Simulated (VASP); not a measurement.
# Ta (Pm-3m) in VASP: notebook, part 2 of 2

VASP 6.6.1.

## Step 3: Single point, RPBE

Contents of INCAR:

```
  PREC = Accurate
  ENCUT = 520
  EDIFF = 1E-6
  ISMEAR = -1
  SIGMA = 0.1
  LREAL = F
  LASPH = T
  NELM = 60
  ALGO = Normal
  ISIF = 2
  LWAVE = F
  LCHARG = T
  GGA = RP
  LELF = T
  LVHAR = T
  NBANDS = 12
```

Contents of KPOINTS:

```
regular mesh
0
Gamma
  13 13 13
```

Contents of POSCAR:

```
Ta
1.0
    2.7601811137      0.0000000000      0.0000000000
    0.0000000000      2.7601811137      0.0000000000
    0.0000000000      0.0000000000      2.7601811137
Ta
1
Direct
    0.0000000000      0.0000000000      0.0000000000
```

Potentials or basis: VASP PAW PBE potentials, release 64 (Ta_pv).

Command:

```
$ cat potpaw_PBE.64/Ta_pv/POTCAR > POTCAR
$ mpirun -np 1 vasp_std > vasp.out
```

OUTCAR:

```text
PREC = Accurate
   ENCUT = 520
   EDIFF = 1E-6
   ISMEAR = -1
   LREAL = F
   LASPH = T
   NELM = 60
   ISIF = 2
   GGA = RP

 ion  position               nearest neighbor table
   1  0.000  0.000  0.000-

  LATTYP: Found a simple cubic cell.
 ALAT       =     2.7601811137

  Lattice vectors:

 A1 = (   2.7601811137,   0.0000000000,   0.0000000000)
 A2 = (   0.0000000000,   2.7601811137,   0.0000000000)
 A3 = (   0.0000000000,   0.0000000000,   2.7601811137)

Analysis of symmetry for initial positions (statically):
=====================================================================
 Subroutine PRICEL returns:
 Original cell was already a primitive cell.

 Routine SETGRP: Setting up the symmetry group for a
 simple cubic supercell.

 Subroutine GETGRP returns: Found 48 space group operations
 (whereof 48 operations were pure point group operations)
 out of a pool of 48 trial point group operations.

The static configuration has the point symmetry O_h .

Analysis of symmetry for dynamics (positions and initial velocities):
=====================================================================
 Subroutine PRICEL returns:
 Original cell was already a primitive cell.

 Routine SETGRP: Setting up the symmetry group for a
 simple cubic supercell.

 Subroutine GETGRP returns: Found 48 space group operations
 (whereof 48 operations were pure point group operations)
 out of a pool of 48 trial point group operations.

The dynamic configuration has the point symmetry O_h .

 Subroutine INISYM returns: Found 48 space group operations
 (whereof 48 operations are pure point group operations),
 and found     1 'primitive' translations

----------------------------------------------------------------------------------------

                                     Primitive cell

  volume of cell :      21.0287

  direct lattice vectors                    reciprocal lattice vectors
     2.760181114  0.000000000  0.000000000     0.362295066  0.000000000  0.000000000
     0.000000000  2.760181114  0.000000000     0.000000000  0.362295066  0.000000000
     0.000000000  0.000000000  2.760181114     0.000000000  0.000000000  0.362295066

  length of vectors
     2.760181114  2.760181114  2.760181114     0.362295066  0.362295066  0.362295066

  position of ions in fractional coordinates (direct lattice)
     0.000000000  0.000000000  0.000000000

  ion indices of the primitive-cell ions
   primitive index   ion index
                 1           1

----------------------------------------------------------------------------------------

 KPOINTS: regular mesh

Automatic generation of k-mesh.
 Grid dimensions read from file:
 generate k-points for:   13   13   13

 Generating k-lattice:

  Cartesian coordinates                     Fractional coordinates (reciprocal lattice)
     0.027868851  0.000000000  0.000000000     0.076923077  0.000000000  0.000000000
     0.000000000  0.027868851  0.000000000     0.000000000  0.076923077  0.000000000
     0.000000000  0.000000000  0.027868851     0.000000000  0.000000000  0.076923077

  Length of vectors
     0.027868851  0.027868851  0.027868851

  Shift w.r.t. Gamma in fractional coordinates (k-lattice)
     0.000000000  0.000000000  0.000000000

 Subroutine IBZKPT returns following result:
 ===========================================

 Found     84 irreducible k-points:

 Following reciprocal coordinates:
            Coordinates               Weight
  0.000000  0.000000  0.000000      1.000000
  0.076923  0.000000  0.000000      6.000000
  0.153846  0.000000  0.000000      6.000000
  0.230769  0.000000  0.000000      6.000000
  0.307692  0.000000  0.000000      6.000000
  0.384615  0.000000  0.000000      6.000000
[... 16 lines left out ...]
  0.307692  0.307692  0.000000     12.000000
  0.384615  0.307692  0.000000     24.000000
 [... further k-points ...]
   k-points           NKPTS =     84   k-points in BZ     NKDIM =     84   number of bands    NBANDS=     12
   number of dos      NEDOS =    301   number of ions     NIONS =      1
   total plane-waves  NPLWV =  13824
   dimension x,y,z NGX =    24 NGY =   24 NGZ =   24
   dimension x,y,z NGXF=    48 NGYF=   48 NGZF=   48
   ions per type =               1
   NGX,Y,Z   is equivalent  to a cutoff of  14.46, 14.46, 14.46 a.u.
   NGXF,Y,Z  is equivalent  to a cutoff of  28.91, 28.91, 28.91 a.u.
 SYSTEM =  unknown system
   PREC   = accura    normal or accurate (medium, high low for compatibility)
   ISTART =      0    job   : 0-new  1-cont  2-samecut
   ICHARG =      2    charge: 1-file 2-atom 10-const
   ISPIN  =      1    spin polarized calculation?
   LNONCOLLINEAR =      F non collinear calculations
   LSORBIT =      F    spin-orbit coupling
   LASPH  =      T    aspherical Exc in radial PAW
   ENCUT  =  520.0 eV  38.22 Ry    6.18 a.u.   5.13  5.13  5.13*2*pi/ulx,y,z
   NELM   =     60;   NELMIN=  2; NELMDL= -5     # of ELM steps
   EDIFF  = 0.1E-05   stopping-criterion for ELM
   LREAL  =      F    real-space projection
   EDIFFG = 0.1E-04   stopping-criterion for IOM
   NSW    =      0    number of steps for IOM
   IBRION =     -1    ionic relax: 0-MD 1-quasi-New 2-CG
   NFREE  =      0    steps in history (QN), initial steepest desc. (CG)
   ISIF   =      2    stress and relaxation
   ISYM   =      2    0-nonsym 1-usesym 2-fastsym
   POTIM  = 0.5000    time-step for ionic-motion
   TEBEG  =    0.0;   TEEND  =   0.0 temperature during run
   PSTRESS=    0.0 pullay stress
   NELECT =      11.0000    total number of electrons
   NUPDOWN=      -1.0000    fix difference up-down
   EMIN   =  10.00;   EMAX   =-10.00  energy-range for DOS
   EFERMI =   0.00;   METHOD = LEGACY
   ISMEAR =    -1;   SIGMA  =   0.10  broadening in eV -4-tet -1-fermi 0-gaus
   EFERMI_NEDOS =   21; number of points for ismear=-14 and -15
   IALGO  =     38    algorithm
   IMIX   =      4    mixing-type and parameters
     AMIX     =   0.40;   BMIX     =  1.00
     AMIX_MAG =   1.60;   BMIX_MAG =  1.00
  volume/ion in A,a.u.               =      21.03       141.91
  Fermi-wavevector in a.u.,A,eV,Ry     =   1.319071  2.492683 23.673431  1.739948
  Thomas-Fermi vector in A             =   2.448995
   LORBIT       =      0    0 simple, 1 ext, 2 COOP (PROOUT), +10 PAW based schemes
   GGA     = RP    functional components
   LHFCALC =     F    Hartree Fock is set to
   AEXX    =    0.0000 exact exchange contribution
   IVDW    =     0    specifies the selected vdW correction
   LEPSILON=     F    determine dielectric tensor
   LRPA    =     F    only Hartree local field effects (RPA)
 non-spin polarized calculation
  energy-cutoff  :      520.00
  volume of cell :       21.03
 maximum number of plane-waves:       587
 NGX is ok and might be reduce to    24
   NGX = 11   NGY = 11   NGZ = 11

 number of electron      11.0000000 magnetization

 Free energy of the ion-electron system (eV)
  ---------------------------------------------------
  ext. energy  EPLUGINS =         0.00000000
  ---------------------------------------------------
  free energy    TOTEN  =       -10.22320708 eV

  energy without entropy =      -10.19072872  energy(sigma->0) =      -10.20696790

 E-fermi :   4.4246     XC(G=0): -11.6717

 val. band max:        4.4209727380   @ k =   0.3846   0.2308   0.2308
 cond. band min:       4.4713756293   @ k =   0.2308   0.2308   0.2308
 fundamental gap:      0.0504028913
 Fermi energy:         4.4245594505

 k-point     1 :       0.0000    0.0000    0.0000
  band No.  band energies     occupation
      1     -29.1160      2.00000
      2     -29.1160      2.00000
      3     -29.1160      2.00000
      4      -2.7716      2.00000
      5       1.8854      2.00000
      6       1.8854      2.00000
      7      10.4038      0.00000
      8      10.4038      0.00000
      9      10.4038      0.00000
     10      18.7013      0.00000
     11      18.7013      0.00000
     12      18.7013      0.00000
[... 331 lines left out ...]
 k-point    24 :       0.3846    0.3077    0.0000
  band No.  band energies     occupation
      1     -29.9923      2.00000
      2     -29.7625      2.00000
      3     -28.9651      2.00000
      4       1.3716      2.00000
      5       2.5183      2.00000
      6       6.1571      0.00000
      7       7.5854      0.00000
      8       7.6005      0.00000
      9       8.3281      0.00000
     10      14.3592      0.00000
     11      17.6716      0.00000
     12      18.7806      0.00000

 [... further k-points ...]

------------------------ aborting loop because EDIFF is reached ----------------------------------------

  FORCE on cell =-STRESS in cart. coord.  units (eV):
  Direction    XX          YY          ZZ          XY          YZ          ZX
  --------------------------------------------------------------------------------------
  -------------------------------------------------------------------------------------
  Total        0.0077023      0.0077023      0.0077023      0.0000000      0.0000000     -0.0000000
  in kB        0.5868380      0.5868380      0.5868380      0.0000000      0.0000000     -0.0000000
  external PRESSURE =       0.5868380 kB  Pullay stress =       0.0000000 kB

 VOLUME and BASIS-vectors are now :
 -----------------------------------------------------------------------------
  energy-cutoff  :      520.00
  volume of cell :       21.03
      direct lattice vectors                 reciprocal lattice vectors
     2.760181114  0.000000000  0.000000000     0.362295066  0.000000000  0.000000000
     0.000000000  2.760181114  0.000000000     0.000000000  0.362295066  0.000000000
     0.000000000  0.000000000  2.760181114     0.000000000  0.000000000  0.362295066

 POSITION                                       TOTAL-FORCE (eV/Angst)
 -----------------------------------------------------------------------------------
      0.00000      0.00000      0.00000         0.000000      0.000000      0.000000
 -----------------------------------------------------------------------------------
    total drift:                               -0.000000      0.000000      0.000000

  FREE ENERGIE OF THE ION-ELECTRON SYSTEM (eV)
  ---------------------------------------------------
  free  energy   TOTEN  =       -10.2232070753 eV

  energy  without entropy=      -10.1907287157  energy(sigma->0) =      -10.20696790
```

stdout:

```text
POSCAR found type information on POSCAR Ta
 POSCAR found :  1 types and       1 ions
 scaLAPACK will be used
 -----------------------------------------------------------------------------
|                                                                             |
|                                                                             |
|     You enforced a specific xc type in the INCAR file but a different       |
|     I HOPE YOU KNOW WHAT YOU ARE DOING!                                     |
|                                                                             |
 -----------------------------------------------------------------------------

 LDA part: xc-table for (Slater+PW92), standard interpolation
 POSCAR, INCAR and KPOINTS ok, starting setup
 FFT: planning ... GRIDC
 FFT: planning ... GRID_SOFT
 FFT: planning ... GRID
 WAVECAR not read
 entering main loop
```

Run time: 23 s. Hardware: 1 thread of Intel Xeon 8259CL, shared host; peak memory 0.15 GiB.

What came out:

```yaml
Free_energy: -10.2232 eV
Pressure: 0.1 GPa
```

Levels at points of the mesh, in eV from the Fermi level:
| k point | band 4 | band 5 | band 6 | band 7 | band 8 | band 9 |
| --- | --- | --- | --- | --- | --- | --- |
| (0.00, 0.00, 0.00) | -7.20 | -2.54 | -2.54 | 5.98 | 5.98 | 5.98 |

Caveat: the PAW data sets were made with another functional, which shifts forces and pressure a little; spin-orbit coupling is left out, which moves the levels of the heavy elements.

## Step 4: Single point, RPBE (volume scaled by 1.04)

Contents of INCAR:

```
PREC     = Accurate       # precision mode
ENCUT    = 520            # plane-wave cutoff, eV
EDIFF    = 1E-6           # SCF threshold, eV
ISMEAR   = -1             # smearing method
SIGMA    = 0.1            # smearing width, eV
LREAL    = F              # projectors in reciprocal space
LASPH    = T              # aspherical terms in the spheres
NELM     = 80             # most SCF steps
ALGO     = Normal         # electronic algorithm
ISIF     = 2              # what is computed and relaxed
LWAVE    = F              # write WAVECAR
LCHARG   = F              # write CHGCAR
GGA      = RP             # functional
NBANDS   = 12             # bands
```

Contents of KPOINTS:

```
Automatic mesh
0
Gamma
  13 13 13
```

Contents of POSCAR:

```
Ta
1.0
    2.7965034516      0.0000000000      0.0000000000
    0.0000000000      2.7965034516      0.0000000000
    0.0000000000      0.0000000000      2.7965034516
Ta
1
Direct
    0.0000000000      0.0000000000      0.0000000000
```

Command:

```
$ cat potpaw_PBE.64/Ta_pv/POTCAR > POTCAR
$ mpirun -np 1 vasp_std > vasp.out
```

Run time: 23 s. Hardware: 1 thread of Intel Xeon 8259CL, shared host; peak memory 0.15 GiB.

It converged, with:

| Item | Value |
| --- | --- |
| Free energy | -10.2104 eV |
| Pressure | -4.9 GPa |

Levels at points of the mesh, in eV from the Fermi level:
```
           k point  band 2  band 3  band 4  band 5  band 6  band 7  band 8  band 9  band 10  band 11
(0.00, 0.00, 0.00)  -33.67  -33.67   -7.05   -2.41   -2.41    5.70    5.70    5.70    13.90    13.90
```

Caveat: the PAW data sets were made with another functional, which shifts forces and pressure a little; spin-orbit coupling is left out, which moves the levels of the heavy elements.

## Step 5: Single point, RPBE (volume scaled by 1.08)

Contents of INCAR:

```
  PREC = Accurate
  ENCUT = 520
  EDIFF = 1E-6
  ISMEAR = -1
  SIGMA = 0.1
  LREAL = False
  LASPH = True
  NELM = 100
  ALGO = Normal
  ISIF = 2
  LWAVE = False
  LCHARG = False
  GGA = RP
  NBANDS = 12
```

KPOINTS is that of step 4.

Contents of POSCAR:

```
Ta
1.0
    2.8319059878      0.0000000000      0.0000000000
    0.0000000000      2.8319059878      0.0000000000
    0.0000000000      0.0000000000      2.8319059878
Ta
1
Direct
    0.0000000000      0.0000000000      0.0000000000
```

Command:

```
$ cat potpaw_PBE.64/Ta_pv/POTCAR > POTCAR
$ mpirun -np 1 vasp_std > vasp.out
```

Run time: 23 s. Hardware: 1 thread of Intel Xeon 8259CL, shared host; peak memory 0.15 GiB.

It converged, with:

```yaml
Free_energy: -10.1738 eV
Pressure: -9.0 GPa
```

Levels at points of the mesh, in eV from the Fermi level:
```csv
k point,band 4,band 5,band 6,band 7,band 8,band 9
"(0.00, 0.00, 0.00)",-6.92,-2.30,-2.30,5.43,5.43,5.43
```

Caveat: the PAW data sets were made with another functional, which shifts forces and pressure a little; spin-orbit coupling is left out, which moves the levels of the heavy elements.

## Step 6: Single point, RPBE (volume scaled by 1.12)

Contents of INCAR:

```
  ALGO = Normal
  EDIFF = 1E-6
  ENCUT = 520
  GGA = RP
  ISIF = 2
  ISMEAR = -1
  LASPH = T
  LCHARG = F
  LREAL = F
  LWAVE = F
  NBANDS = 12
  NELM = 60
  PREC = Accurate
  SIGMA = 0.1
```

Contents of KPOINTS:

```
k-points
0
Gamma
  13 13 13
```

Contents of POSCAR:

```
Ta
1.0
    2.8664448306      0.0000000000      0.0000000000
    0.0000000000      2.8664448306      0.0000000000
    0.0000000000      0.0000000000      2.8664448306
Ta
1
Direct
    0.0000000000      0.0000000000      0.0000000000
```

Potentials or basis: VASP PAW PBE potentials, release 64 (Ta_pv).

Command:

```
$ cat potpaw_PBE.64/Ta_pv/POTCAR > POTCAR
$ mpirun -np 1 vasp_std > vasp.out
```

Wall time 24 s (1 thread of Intel Xeon 8259CL, shared host); peak memory 0.15 GiB.

Results (log left out):

```
Free energy : -10.1178 eV
Pressure    : -12.3 GPa
```

Levels at points of the mesh, in eV from the Fermi level:
| k point | band 2 | band 3 | band 4 | band 5 | band 6 | band 7 | band 8 | band 9 | band 10 | band 11 |
| --- | --- | --- | --- | --- | --- | --- | --- | --- | --- | --- |
| (0.00, 0.00, 0.00) | -33.91 | -33.91 | -6.79 | -2.19 | -2.19 | 5.19 | 5.19 | 5.19 | 13.21 | 13.21 |

Caveat: the PAW data sets were made with another functional, which shifts forces and pressure a little; spin-orbit coupling is left out, which moves the levels of the heavy elements.

## Step 7: The runs side by side

| cell | k mesh | gap on the mesh (eV) | pressure (GPa) |
| --- | --- | --- | --- |
| a = 2.760 Å, 1 atom | 12 × 12 × 12 | none | 0.0 |
| a = 2.760 Å, 1 atom | 13 × 13 × 13 | none | 0.1 |
| a = 2.797 Å, 1 atom | 13 × 13 × 13 | none | -4.9 |
| a = 2.832 Å, 1 atom | 13 × 13 × 13 | none | -9.0 |
| a = 2.866 Å, 1 atom | 13 × 13 × 13 | none | -12.3 |

Alike in all rows: task single point; level RPBE; potentials or basis VASP PAW PBE potentials, release 64 (Ta_pv); no spin polarisation; cutoff (eV) 520; smearing fermi-dirac 0.1 eV.

Caveats: the PAW data sets were made with another functional, which shifts forces and pressure a little; spin-orbit coupling is left out, which moves the levels of the heavy elements.

Absolute energies hang on the potentials; compare differences alone.
